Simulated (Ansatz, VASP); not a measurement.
## Cl in VASP and in Ansatz

INCAR

```
PREC = Accurate ; ENCUT = 520
EDIFF = 1E-7 ; ISMEAR = -1
SIGMA = 0.05 ; LREAL = False
LASPH = True ; NELM = 100
ALGO = Normal ; ISIF = 2
LWAVE = False ; LCHARG = False
GGA = PE ; NBANDS = 22
```

KPOINTS

```
regular mesh
0
Gamma
  7 7 4
```

The input POSCAR:

```
Cl
1.0
    3.1024947895     -2.2195908669      0.0000000000
    3.1024947895      2.2195908669      0.0000000000
    0.0000000000      0.0000000000      8.0990404521
Cl
4
Direct
    0.3700000000      0.6300000000      0.4000000000
    0.1300000000      0.8700000000      0.9000000000
    0.6300000000      0.3700000000      0.6000000000
    0.8700000000      0.1300000000      0.1000000000
```

The input input.yaml:

```yaml
crystal:
  lattice:
    - [3.1024947895, -2.2195908669, 0.0]
    - [3.1024947895, 2.2195908669, 0.0]
    - [0.0, 0.0, 8.0990404521]
  atoms:
    - { symbol: Cl, position: [0.37, 0.63, 0.4] }
    - { symbol: Cl, position: [0.13, 0.87, 0.9] }
    - { symbol: Cl, position: [0.63, 0.37, 0.6] }
    - { symbol: Cl, position: [0.87, 0.13, 0.1] }
hamiltonian:
  xc: pbe
  pseudopotentials: { kind: paw, azcp: { folder: soft_1 } }
kpoints:
  mp_grid: { grid: [7, 7, 4] }
scf:
  occupations: { method: fermi_dirac, width: 0.05 }
output:
  forces: true
  stress: true
  eigenvalues: true
  write_density: true
  write_potential: true
  elf: true
  volumetric_format: npy
```

Alike in both runs: task single point; functional PBE; k mesh 7 × 7 × 4; occupations fermi-dirac, width 0.05 eV; no spin polarisation.

```csv
,VASP,Ansatz
version,VASP 6.6.1,Ansatz 0.2.0
potentials or method,"VASP PAW PBE potentials, release 64 (Cl)",Ansatz PAW soft_1
plane-wave cutoff (eV),520,420
valence electrons in the cell,28,28
```

Ansatz gave:

| Quantity | Value |
| --- | --- |
| gap on the k mesh at the Fermi level (eV) | 2.64 |
| least direct gap on the mesh (eV) | 2.70 |
| pressure (GPa) | 1.9 |
| traceless stress, the component that is largest in VASP (GPa) | 0.59 |
| rms of the force components (eV/Å) | 0.313 |

Problem. Estimate VASP's values.

Solution. gap on the k mesh at the Fermi level (eV): 2.69; least direct gap on the mesh (eV): 2.75; pressure (GPa): 1.5; traceless stress, the component that is largest in VASP (GPa): 0.22; rms of the force components (eV/Å): 0.195.

Atom by atom the forces differ by 0.121 eV/Å (rms over components). One of these differences is far larger than is usual between the two programs; its cause wasn't traced.

Noted on Ansatz's run: odd divisions of the mesh miss points on the zone boundary, where band edges often lie, so the gap on the mesh can be too wide.
